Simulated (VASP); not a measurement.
The system is W.

```
W
1.0
     0.00000   -2.03000   -2.03000
     2.03000    0.00000   -2.03000
     2.03000   -2.03000    0.00000
W
1
Cartesian
  0.0000 0.0000 0.0000
```

- Program: VASP 6.6.1
- Task: relaxation of cell and atoms
- Functional: PBE
- Potentials or basis: VASP PAW PBE potentials, release 64 (W_sv)
- Cutoff: 600 eV
- k mesh: 18 × 18 × 18
- Occupations: gaussian, width 0.1 eV
- Spin: no spin polarisation

At the start: pressure -4.1 GPa; volume 16.73 Å³/atom.

Q: How do energy, volume and symmetry change on relaxing?

A: Over 4 steps the energy falls by 3.3 meV/atom and the volume is 16.48 Å³/atom (-1.5 %); space group Fm-3m (No. 225, to 0.05 Å).

Step by step:
```
step  energy change (eV)  largest force (eV/Å)  pressure (GPa)  volume (Å³)
   1              0.0000                0.0000           -4.13        16.73
   2              0.0315                0.0000           15.04        15.71
   3             -0.0033                0.0000           -0.10        16.49
   4             -0.0033                0.0000           -0.01        16.48
```

Final structure:
```xyz
1
Lattice="0.0000 -2.0198 -2.0198 2.0198 0.0000 -2.0198 2.0198 -2.0198 0.0000" Properties=species:S:1:pos:R:3 pbc="T T T"
W     2.0198   -2.0198    0.0000
```
